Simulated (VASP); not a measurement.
Rb: single point with LDA

Crystal: Rb.

```
CELL_PARAMETERS angstrom
0.00000 3.61831 3.61831
3.61831 0.00000 3.61831
3.61831 3.61831 0.00000
ATOMIC_POSITIONS crystal
Rb 0.87500 0.87500 0.87500
Rb 0.12500 0.12500 0.12500
```

This cell differs from its parent crystal: volume scaled by 0.4.

```json
{
 "Program": "VASP 6.6.1",
 "Task": "single point",
 "Functional": "LDA",
 "Potentials or basis": "VASP PAW LDA potentials, release 64 (Rb_sv)",
 "Cutoff": "520 eV",
 "k mesh": "7 × 7 × 7",
 "Occupations": "fermi-dirac, width 0.08 eV",
 "Spin": "no spin polarisation"
}
```

| Property | Result |
| --- | --- |
| Pressure | 4.4 GPa |
| Band gap on the k mesh | 0.11 eV, indirect (least direct gap 0.13 eV) |

Levels at points of the mesh, in eV from the valence-band top:
| k point | band 6 | band 7 | band 8 | band 9 | band 10 | band 11 | band 12 | band 13 |
| --- | --- | --- | --- | --- | --- | --- | --- | --- |
| (0.00, 0.00, 0.00) | -13.02 | -13.02 | -13.02 | -2.39 | 1.99 | 1.99 | 2.96 | 2.96 |

It took 14 s on 1 thread of Intel(R) Xeon(R) 6975P-C (Granite Rapids) (shared host), peak memory 0.18 GiB.

 A k mesh can miss the band edges.
